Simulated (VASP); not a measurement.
Write the native input for VASP 6.6.1 that does the following.

| Item | Value |
| --- | --- |
| Task | single point |
| Functional | HSE06 |
| Potentials or basis | VASP PAW PBE potentials, release 64 (Al, N) |
| Cutoff | 520 eV |
| k mesh | 9 × 9 × 9 |
| Occupations | fermi-dirac, width 0.05 eV |
| Spin | no spin polarisation |
| Dipole correction | no |
| Grid for exact exchange (PRECFOCK) | Normal |
| Further INCAR settings | ALGO = Normal; EDIFF = 1e-06; NBANDS = 11 |
| Screening parameter | 0.2079 1/Å |

Crystal: AlN.

```
Al N
1.0
     0.00000    2.18886    2.18886
     2.18886    0.00000    2.18886
     2.18886    2.18886    0.00000
Al N
1 1
Direct
  0.00000 0.00000 0.00000
  0.25000 0.25000 0.25000
```

These files were run (other wordings do the same):

POSCAR

```
AlN
1.0
    0.0000000000      2.1888610000      2.1888610000
    2.1888610000      0.0000000000      2.1888610000
    2.1888610000      2.1888610000      0.0000000000
Al N
1 1
Direct
    0.0000000000      0.0000000000      0.0000000000
    0.2500000000      0.2500000000      0.2500000000
```

INCAR.step1

```
SYSTEM = AlN
PREC = Accurate
ENCUT = 520
EDIFF = 1E-5
ISMEAR = -1
SIGMA = 0.05
LREAL = .False.
LASPH = .True.
NELM = 80
ALGO = Normal
ISIF = 2
LWAVE = .True.
LCHARG = .False.
NBANDS = 11
GGA = PE
```

INCAR.step2

```
SYSTEM = AlN
PREC = Accurate
ENCUT = 520
EDIFF = 1E-6
ISMEAR = -1
SIGMA = 0.05
LREAL = .False.
LASPH = .True.
NELM = 80
ALGO = Normal
ISIF = 2
LWAVE = .False.
LCHARG = .False.
GGA = PE
LHFCALC = .True.
HFSCREEN = 0.2079
PRECFOCK = Normal
NBANDS = 11
ISTART = 1
```

KPOINTS

```
Automatic mesh
0
Gamma
  9 9 9
  0 0 0
```

Potentials or basis: VASP PAW PBE potentials, release 64 (Al, N).

Launch:

```sh
$ cat potpaw_PBE.64/Al/POTCAR potpaw_PBE.64/N/POTCAR > POTCAR
$ cp INCAR.step1 INCAR
$ mpirun -np 1 vasp_std > vasp.out
$ cp INCAR.step2 INCAR
$ mpirun -np 1 vasp_std > vasp.out
```

It gave:

| Property | Result |
| --- | --- |
| Pressure | -1.9 GPa |
| Band gap on the k mesh | 4.74 eV, indirect (least direct gap 5.48 eV) |

Caveat: the PAW data sets were made with another functional, which shifts forces and pressure a little.

Run time: 20 min on 1 thread of Intel(R) Xeon(R) Platinum 8481C CPU @ 2.70GHz (Sapphire Rapids) (shared host), peak memory 0.26 GiB.
